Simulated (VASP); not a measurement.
The system is InAs.

```xyz
2
Lattice="0.0000 2.8773 2.8773 2.8773 0.0000 2.8773 2.8773 2.8773 0.0000" Properties=species:S:1:pos:R:3 pbc="T T T"
In    2.8773    2.8773    2.8773
As    0.0000    0.0000    0.0000
```

* Program: VASP 6.6.1
* Task: relaxation of cell and atoms
* Functional: PBEsol
* Dispersion: D4
* Potentials or basis: VASP PAW PBE potentials, release 64 (In_d, As)
* Cutoff: 600 eV
* k mesh: 8 × 8 × 8
* Occupations: fermi-dirac, width 0.05 eV
* Spin: no spin polarisation

At the start: pressure -4.7 GPa; volume 23.82 Å³/atom.

Q: Where does the relaxation end?

A: Over 3 steps the energy falls by 26.5 meV/atom and the volume is 22.13 Å³/atom (-7.1 %); space group Fm-3m (No. 225, to 0.1 Å) before and after.

The path:
| step | energy change (eV) | largest force (eV/Å) | pressure (GPa) | volume (Å³) |
| --- | --- | --- | --- | --- |
| 1 | 0.0000 | 0.0000 | -4.69 | 47.64 |
| 2 | -0.0438 | 0.0000 | 2.35 | 42.99 |
| 3 | -0.0530 | 0.0000 | 0.02 | 44.26 |

Final structure:
```yaml
crystal:
  lattice:
    - [0.00000, 2.80765, 2.80765]
    - [2.80765, 0.00000, 2.80765]
    - [2.80765, 2.80765, 0.00000]
  atoms:
    - { symbol: In, position: [0.50000, 0.50000, 0.50000] }
    - { symbol: As, position: [0.00000, 0.00000, 0.00000] }
```

Caveat: the PAW data sets were made with another functional, which shifts forces and pressure a little.
